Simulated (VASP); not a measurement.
Runs of VASP 6.6.1 on AlAs. Symmetry: F-43m, No. 216, cubic system. The conventional cell has a = 5.661 Å, b = 5.661 Å, c = 5.661 Å, α = 90.00°, β = 90.00°, γ = 90.00°. Within 3.2 Å of Al (site symmetry -43m) lie 4 As at 2.45 Å. As (site symmetry -43m) has 4 Al at 2.45 Å within 3.2 Å. 

```tsv
k mesh	gap on the mesh (eV)	pressure (GPa)
4 × 4 × 4	(b)	3.1
3 × 3 × 3	1.93	3.9
6 × 6 × 6	1.43	2.8
5 × 5 × 5	(a)	2.8
```

Alike in all rows: task single point; level PBE; potentials or basis VASP PAW PBE potentials, release 64 (Al, As); no spin polarisation; cell as given; cutoff (eV) 500; smearing gaussian 0.01 eV.

Problem. Fill in the values left out.

Solution. (a) 1.64; (b) 1.41.

Caveats: some runs use coarse meshes.

A k mesh can miss the band edges, and the runs leave out spin-orbit coupling on As.
